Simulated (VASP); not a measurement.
The system is AlN.

```
Al N
1.0
     0.00000    1.97800    1.97800
     1.97800    0.00000    1.97800
     1.97800    1.97800    0.00000
Al N
1 1
Direct
  0.00000 0.00000 0.00000
  0.50000 0.50000 0.50000
```

Base run:

* Program: VASP 6.6.1
* Functional: PBEsol
* Potentials or basis: VASP PAW PBE potentials, release 64 (Al, N)
* Cutoff: 520 eV
* k mesh: 13 × 13 × 13
* Occupations: fermi-dirac, width 0.02 eV
* Spin: no spin polarisation

Its results: band gap on the k mesh 5.07 eV (least direct gap 6.64 eV); pressure 20.0 GPa.

The run is repeated on the same cell with these changes: functional from PBEsol to PBE. What comes out?

Band gap on the k mesh 5.24 eV (least direct gap 6.66 eV); pressure 25.2 GPa.

PBE binds less tightly than PBEsol, so the same cell stands under more pressure.

Caveats: the cell stands under pressure; an odd mesh through Γ misses points on the zone boundary, where band edges can lie; the PAW data sets were made with another functional, which shifts forces and pressure a little (at least some runs).
